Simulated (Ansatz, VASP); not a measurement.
## Cs2AgBiBr6 in VASP and in Ansatz

```
Bi Ag Cs Br
1.0
     0.00000    5.67292    5.67292
     5.67292    0.00000    5.67292
     5.67292    5.67292    0.00000
Bi Ag Cs Br
1 1 2 6
Direct
  0.00000 0.00000 0.00000
  0.50000 0.50000 0.50000
  0.25000 0.25000 0.25000
  0.75000 0.75000 0.75000
  0.25055 0.74945 0.25055
  0.25055 0.74945 0.74945
  0.74945 0.25055 0.74945
  0.74945 0.25055 0.25055
  0.25055 0.25055 0.74945
  0.74945 0.74945 0.25055
```

Alike in both runs: task single point; functional PBE; k mesh 4 × 4 × 4; occupations fermi-dirac, width 0.0232 eV; no spin polarisation.

|  | VASP | Ansatz |
| --- | --- | --- |
| version | VASP 6.6.1 | Ansatz 0.2.0 |
| potentials or method | VASP PAW PBE potentials, release 64 (Bi_d, Ag, Cs_sv, Br), cutoff 520 eV | PAW plane waves |
| valence electrons in the cell | 86 | 94 |

```tsv
	VASP	Ansatz	Ansatz less VASP
gap on the k mesh at the Fermi level (eV)	1.31	1.30	-0.005
pressure (GPa)	1.0	1.0	0.00
rms of the force components (eV/Å)	0.084	0.082	-0.0016
```

Atom by atom the forces differ by 0.002 eV/Å (rms over components). VASP's potentials hold 86 valence electrons a cell and Ansatz's 94, so a difference there can come from the potentials and not from the codes.

Spin-orbit coupling is off throughout.
